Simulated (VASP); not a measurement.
# RbReB2: single point with PBE

Crystal: RbReB2.

```
Rb Re B
1.0
     3.77211    0.00000    0.00000
     0.00000    3.77211    0.00000
     0.00000    0.00000    7.14201
Rb Re B
1 1 2
Direct
  0.00000 0.00000 0.46323
  0.00000 0.00000 0.96263
  0.00000 0.50000 0.86612
  0.50000 0.00000 0.86612
```

```yaml
Program: VASP 6.6.1
Task: single point
Functional: PBE
Potentials_or_basis: VASP PAW PBE potentials, release 64 (Rb_sv, Re, B)
Cutoff: 520 eV
k_mesh: 4 × 4 × 4
Occupations: gaussian, width 0.1 eV
Spin: no spin polarisation
```

```yaml
Pressure: 0.4 GPa
Largest_force: 0.153 eV/Å
Band_gap_on_the_k_mesh: zero (band 11 reaches 2.01 eV, above the bottom of band 12 at 1.17 eV)
```

Forces in eV/Å, atoms in the order of the input:
```
Rb   0.000  0.000 -0.005
Re   0.000  0.000  0.153
B    0.000  0.000 -0.074
B    0.000  0.000 -0.074
```

Stress tensor (GPa, compression positive):
```
0.45 0.00 0.00
0.00 0.45 0.00
0.00 0.00 0.25
```

Levels at points of the mesh, in eV from the Fermi level:
```csv
k point,band 7,band 8,band 9,band 10,band 11,band 12,band 13,band 14,band 15,band 16
"(0.00, 0.00, 0.00)",-3.50,-2.88,-2.88,-1.02,-0.17,0.23,1.28,2.19,2.19,3.40
"(0.50, 0.00, 0.00)",-3.55,-2.36,-2.19,-1.84,-1.77,0.42,1.47,2.22,2.85,3.02
"(0.50, 0.50, 0.00)",-4.72,-4.01,-2.77,-1.16,-1.16,-0.74,1.21,2.31,2.31,3.22
"(0.00, 0.00, 0.50)",-3.65,-2.86,-2.86,-1.17,-0.17,1.11,1.18,2.14,2.14,3.61
"(0.50, 0.00, 0.50)",-3.50,-2.35,-2.19,-1.73,-1.66,-0.03,1.25,2.60,2.97,3.12
"(0.50, 0.50, 0.50)",-4.72,-3.92,-2.77,-1.07,-1.07,-0.43,0.97,1.96,1.96,2.91
```

It took 65 s on 1 thread of Oxide Virtual Turin-like Processor, with other jobs on the host, peak memory 0.18 GiB.

Caveat: the k points lie up to 0.42 Å⁻¹ apart; spin-orbit coupling is left out, which moves the levels of the heavy elements.
